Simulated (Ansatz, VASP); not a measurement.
**Two plane-wave programs on CaO**

The input INCAR:

```
SYSTEM = CaO
PREC = Accurate
ENCUT = 520
EDIFF = 1E-6
ISMEAR = 0
SIGMA = 0.05
LREAL = .False.
LASPH = .True.
NELM = 100
ALGO = Normal
ISIF = 2
LWAVE = .False.
LCHARG = .True.
GGA = PE
LELF = .True.
LVHAR = .True.
NBANDS = 15
```

KPOINTS

```
Automatic mesh
0
Gamma
  8 8 8
  0 0 0
```

POSCAR

```
CaO
1.0
    0.0000000000      2.4490000000      2.4122650000
    2.4490000000      0.0000000000      2.4122650000
    2.4490000000      2.4490000000      0.0000000000
Ca O
1 1
Direct
    0.0000000000      0.0000000000      0.0000000000
    0.5000000000      0.5000000000      0.5000000000
```

Input for Ansatz:

```yaml
crystal:
  lattice:
    - [0.0, 2.449, 2.412265]
    - [2.449, 0.0, 2.412265]
    - [2.449, 2.449, 0.0]
  atoms:
    - { symbol: Ca, position: [0.0, 0.0, 0.0] }
    - { symbol: O, position: [0.5, 0.5, 0.5] }
basis:
  ecutwfc: 420
kpoints:
  mp_grid: { grid: [8, 8, 8] }
hamiltonian:
  xc: pbe
scf:
  occupations: { method: gaussian, width: 0.05 }
output:
  forces: true
  stress: true
  eigenvalues: true
```

Change from the starting cell: strain +0.000 along x and y, -0.015 along z, atoms carried along.

Alike in both runs: task single point; functional PBE; k mesh 8 × 8 × 8; occupations gaussian, width 0.05 eV; no spin polarisation.

|  | VASP | Ansatz |
| --- | --- | --- |
| version | VASP 6.6.1 | Ansatz 0.2.0 |
| potentials or method | VASP PAW PBE potentials, release 64 (Ca_sv, O), cutoff 520 eV | scalar-relativistic, plane waves, PAW |
| valence electrons in the cell | 16 | 16 |

Ansatz gave:

* gap on the k mesh at the Fermi level (eV): 3.61
* least direct gap on the mesh (eV): 4.03
* pressure (GPa): -2.6
* traceless stress, the component that is largest in VASP (GPa): 1.27

Task: What did VASP give for the same quantities?

Result: gap on the k mesh at the Fermi level (eV): 3.59; least direct gap on the mesh (eV): 4.02; pressure (GPa): -2.1; traceless stress, the component that is largest in VASP (GPa): 1.33.

The functional is the same, so the differences come from potentials, cutoffs and numerics.
